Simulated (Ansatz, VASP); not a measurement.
Pb: VASP beside Ansatz

```
Pb
1.0
     0.00000    2.43755    2.43755
     2.43755    0.00000    2.43755
     2.43755    2.43755    0.00000
Pb
1
Direct
  0.00000 0.00000 0.00000
```

Alike in both runs: task single point; functional LDA; k mesh 11 × 11 × 11; occupations fermi-dirac, width 0.6 eV; no spin polarisation.

|  | VASP | Ansatz |
| --- | --- | --- |
| version | VASP 6.6.1 | Ansatz 0.2.0 |
| potentials or method | VASP PAW LDA potentials, release 64 (Pb_d), cutoff 520 eV | plane waves (420 eV) with PAW, scalar-relativistic |
| valence electrons in the cell | 14 | 14 |

|  | VASP | Ansatz | Ansatz less VASP |
| --- | --- | --- | --- |
| pressure (GPa) | 1.6 | 1.5 | -0.06 |

Ansatz warns that its potentials were made for another functional, while VASP's fit it. LDA's correlation is that of Perdew and Zunger in VASP and of Perdew and Wang (1992) in Ansatz.

Spin-orbit coupling is off throughout.
